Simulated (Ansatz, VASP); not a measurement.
# Two plane-wave programs on Bi

Contents of INCAR:

```
PREC = Accurate
ENCUT = 520
EDIFF = 1E-6
ISMEAR = 0
SIGMA = 0.15
LREAL = False
LASPH = True
NELM = 100
ALGO = Fast
ISIF = 2
LWAVE = False
LCHARG = True
GGA = CA
LELF = True
LVHAR = True
NBANDS = 14
```

The input KPOINTS:

```
Automatic mesh
0
Gamma
  18 18 18
```

POSCAR

```
Bi
1.0
   -2.0408734478      2.0408734478      1.9219876158
    2.0408734478     -2.0408734478      1.9219876158
    2.0408734478      2.0408734478     -1.9219876158
Bi
1
Direct
    0.0000000000      0.0000000000      0.0000000000
```

Input for Ansatz:

```yaml
crystal:
  lattice:
    - [-2.0408734478, 2.0408734478, 1.9219876158]
    - [2.0408734478, -2.0408734478, 1.9219876158]
    - [2.0408734478, 2.0408734478, -1.9219876158]
  atoms:
    - { symbol: Bi, position: [0.0, 0.0, 0.0] }
basis:
  ecutwfc: 420
kpoints:
  mp_grid: { grid: [18, 18, 18] }
hamiltonian:
  xc: lda
scf:
  occupations: { method: gaussian, width: 0.15 }
output:
  forces: true
  stress: true
  eigenvalues: true
```

Change from the starting cell: strain +0.030 along x and y, -0.030 along z, atoms carried along.

Alike in both runs: task single point; functional LDA; k mesh 18 × 18 × 18; occupations gaussian, width 0.15 eV; no spin polarisation.

```csv
,VASP,Ansatz
version,VASP 6.6.1,Ansatz 0.2.0
potentials or method,"VASP PAW LDA potentials, release 64 (Bi_d), cutoff 520 eV","scalar-relativistic, plane waves, PAW"
valence electrons in the cell,15,15
```

Ansatz gave:

| Item | Value |
| --- | --- |
| gap on the k mesh at the Fermi level (eV) | none |
| pressure (GPa) | -4.5 |
| traceless stress, the component that is largest in VASP (GPa) | 0.18 |

Problem. Estimate VASP's values.

Solution. gap on the k mesh at the Fermi level (eV): none; pressure (GPa): -4.4; traceless stress, the component that is largest in VASP (GPa): 0.18.

LDA's correlation is that of Perdew and Zunger in VASP and of Perdew and Wang (1992) in Ansatz. A gap of «none» marks a metal or a gap that the smearing closes.

Spin-orbit coupling is off throughout.
